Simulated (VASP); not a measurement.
Input of a VASP 6.6.1 run:

INCAR

```
SYSTEM = Ta
  PREC = Accurate
  ENCUT = 520
  EDIFF = 1E-7
  ISMEAR = -1
  SIGMA = 0.05
  LREAL = .False.
  LASPH = .True.
  NELM = 80
  ALGO = Fast
  ISIF = 2
  LWAVE = .False.
  LCHARG = .False.
  NBANDS = 12
```

File KPOINTS:

```
Automatic mesh
0
Gamma
  11 11 11
  0 0 0
```

File POSCAR:

```
Ta
1.0
   -1.6512800000      1.6512800000      1.6512800000
    1.6512800000     -1.6512800000      1.6512800000
    1.6512800000      1.6512800000     -1.6512800000
Ta
1
Direct
    0.0000000000      0.0000000000      0.0000000000
```

Potentials or basis: VASP PAW LDA potentials, release 64 (Ta_pv).

Run with:

```sh
$ cat potpaw_LDA.64/Ta_pv/POTCAR > POTCAR
$ mpirun -np 1 vasp_std > vasp.out
```

Q: Predict the pressure.

A: -8.6 GPa.
